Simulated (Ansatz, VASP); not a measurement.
Cl: VASP beside Ansatz

```
CELL_PARAMETERS angstrom
3.14535 -2.11262 0.00000
3.14535 2.11262 0.00000
0.00000 0.00000 8.22412
ATOMIC_POSITIONS crystal
Cl 0.13500 0.86500 0.11000
Cl 0.63500 0.36500 0.39000
Cl 0.86500 0.13500 0.89000
Cl 0.36500 0.63500 0.61000
```

Alike in both runs: task single point; functional PBE; k mesh 8 × 8 × 4; occupations gaussian, width 0.02 eV; no spin polarisation.

|  | VASP | Ansatz |
| --- | --- | --- |
| version | VASP 6.6.1 | Ansatz 0.2.0 |
| potentials or method | VASP PAW PBE potentials, release 64 (Cl), cutoff 520 eV | scalar-relativistic, plane waves, PAW |
| valence electrons in the cell | 28 | 28 |

Ansatz gave:

- gap on the k mesh at the Fermi level (eV): 1.79
- least direct gap on the mesh (eV): 1.81
- pressure (GPa): -2.0
- traceless stress, the component that is largest in VASP (GPa): -3.88
- rms of the force components (eV/Å): 0.705

Problem. Which values does VASP return?

Solution. gap on the k mesh at the Fermi level (eV): 1.82; least direct gap on the mesh (eV): 1.84; pressure (GPa): -2.2; traceless stress, the component that is largest in VASP (GPa): -4.10; rms of the force components (eV/Å): 0.766.

Atom by atom the forces differ by 0.062 eV/Å (rms over components). The functional is the same, so the differences come from potentials, cutoffs and numerics.
